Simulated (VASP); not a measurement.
# Fe (P6/mmm) in VASP: further runs, part 2 of 2

VASP 6.6.1.

**3. Relaxation of cell and atoms, LDA, collinear spin, ferromagnetic start, target pressure 31 GPa, at which the enthalpy is minimised**

This run uses another cell than the first one, of 9.74 Å³/atom.

Contents of INCAR:

```
SYSTEM = Fe
PREC = Accurate ; ENCUT = 600
EDIFF = 1E-6 ; ISMEAR = -1
SIGMA = 0.05 ; LREAL = .False.
LASPH = .True. ; NELM = 150
ALGO = Normal ; ISIF = 3
LWAVE = .False. ; LCHARG = .False.
ISPIN = 2 ; MAGMOM = 2.5
LORBIT = 11 ; LMAXMIX = 4
IBRION = 2 ; NSW = 60
EDIFFG = -0.005 ; PSTRESS = 310.0
```

Contents of KPOINTS:

```
Automatic mesh
0
Gamma
  19 19 18
  0 0 0
```

Contents of POSCAR:

```
Fe
1.0
    2.2875495672      0.0000000000      0.0000000000
   -1.1437747836      1.9810760376      0.0000000000
    0.0000000000      0.0000000000      2.1502965931
Fe
1
Direct
    0.0000000000      0.0000000000      0.0000000000
```

Potentials or basis: VASP PAW LDA potentials, release 64 (Fe).

The run is started by

```console
$ cat potpaw_LDA.64/Fe/POTCAR > POTCAR
$ mpirun -np 1 vasp_std > vasp.out
```

OUTCAR:

```text
SYSTEM = Fe
   PREC = Accurate
   ENCUT = 600
   EDIFF = 1E-6
   ISMEAR = -1
   LREAL = .False.
   LASPH = .True.
   NELM = 150
   ISIF = 3
   ISPIN = 2
   LORBIT = 11
   IBRION = 2
   NSW = 60
   EDIFFG = -0.005
   PSTRESS = 310.0

 ion  position               nearest neighbor table
   1  0.000  0.000  0.000-

  LATTYP: Found a hexagonal cell.
 ALAT       =     2.2875495672
 C/A-ratio  =     0.9400000000

  Lattice vectors:

 A1 = (   2.2875495672,   0.0000000000,   0.0000000000)
 A2 = (  -1.1437747836,   1.9810760376,   0.0000000000)
 A3 = (   0.0000000000,   0.0000000000,   2.1502965931)

Analysis of symmetry for initial positions (statically):
=====================================================================
 Subroutine PRICEL returns:
 Original cell was already a primitive cell.

 Routine SETGRP: Setting up the symmetry group for a
 hexagonal supercell.

 Subroutine GETGRP returns: Found 24 space group operations
 (whereof 24 operations were pure point group operations)
 out of a pool of 24 trial point group operations.
[... 451 lines left out ...]
 Fermi energy:         8.0156267314

 spin component 1

 k-point     1 :       0.0000    0.0000    0.0000
  band No.  band energies     occupation
      1      -1.4718      1.00000
      2       2.9985      1.00000
      3       6.0378      1.00000
      4       6.0378      1.00000
      5       9.4001      0.00000
      6       9.4001      0.00000
      7      31.0066      0.00000
      8      33.4065      0.00000
      9      37.7018      0.00000
[... 265 lines left out ...]
 k-point    24 :       0.3158    0.1053    0.0000
  band No.  band energies     occupation
      1       2.5376      1.00000
      2       3.6791      1.00000
      3       5.4878      1.00000
      4       8.0625      0.28158
      5       9.0270      0.00000
      6       9.3867      0.00000
      7      19.2808      0.00000
      8      25.1281      0.00000
      9      37.1660      0.00000

 [... further k-points ...]

 spin component 2

 k-point     1 :       0.0000    0.0000    0.0000
  band No.  band energies     occupation
      1      -1.4717      1.00000
      2       2.9987      1.00000
      3       6.0380      1.00000
      4       6.0380      1.00000
      5       9.4004      0.00000
      6       9.4004      0.00000
      7      31.0066      0.00000
      8      33.4066      0.00000
      9      37.7042      0.00000
[... 308 lines left out ...]
  energy  without entropy=       -8.5587325726  energy(sigma->0) =       -8.56742594

  enthalpy is  TOTEN    =        -6.7527855253 eV   P V=        1.8233337821

 reached required accuracy - stopping structural energy minimisation

 total charge

# of ion       s       p       d       tot
------------------------------------------
    1        0.596   0.660   6.616   7.872

 magnetization (x)

# of ion       s       p       d       tot
------------------------------------------
    1        0.000   0.000   0.000   0.000
```

Wall time 8.7 min (1 thread of Intel Xeon 8259CL, shared host); peak memory 0.22 GiB.

Results:

```yaml
Free_energy: -8.5761 eV
Relaxed_volume: 9.42 Å³/atom
Relaxed_cell: a = 2.301 Å, b = 2.301 Å, c = 2.056 Å, α = 90.00°, β = 90.00°, γ = 120.00°
Space_group_after_relaxing_to_0.1_Å: P6/mmm (No. 191)
Energy_change_on_relaxing_the_run_minimises_the_enthalpy: +34.4 meV/atom
Ionic_steps: 8
Pressure_after_relaxing: 31.0 GPa
Band_gap_on_the_k_mesh: zero (filled and empty bands overlap)
Net_moment: 0.00 μB per cell
Valence_electrons_inside_the_program's_atomic_spheres: Fe 7.87
```

Step by step:
| step | energy change (eV) | largest force (eV/Å) | pressure (GPa) | volume (Å³) |
| --- | --- | --- | --- | --- |
| 1 | 0.0000 | 0.0000 | 18.69 | 9.74 |
| 2 | 0.2475 | 0.0000 | 68.39 | 8.72 |
| 3 | 0.0518 | 0.0000 | 33.38 | 9.37 |
| 4 | 0.0345 | 0.0000 | 31.09 | 9.42 |
| 5 | 0.0331 | 0.0000 | 30.74 | 9.43 |
| 6 | 0.0333 | 0.0000 | 30.79 | 9.43 |
| 7 | 0.0362 | 0.0000 | 31.43 | 9.41 |
| 8 | 0.0344 | 0.0000 | 31.03 | 9.42 |

Final structure:
```yaml
crystal:
  lattice:
    - [2.30054, 0.00000, 0.00000]
    - [-1.15027, 1.99232, 0.00000]
    - [0.00000, 0.00000, 2.05601]
  atoms:
    - { symbol: Fe, position: [0.00000, 0.00000, 0.00000] }
```

Caveat: the cell is relaxed towards a set pressure, so the run minimises the enthalpy, not the energy; the moments typed at the start vanished in this run.
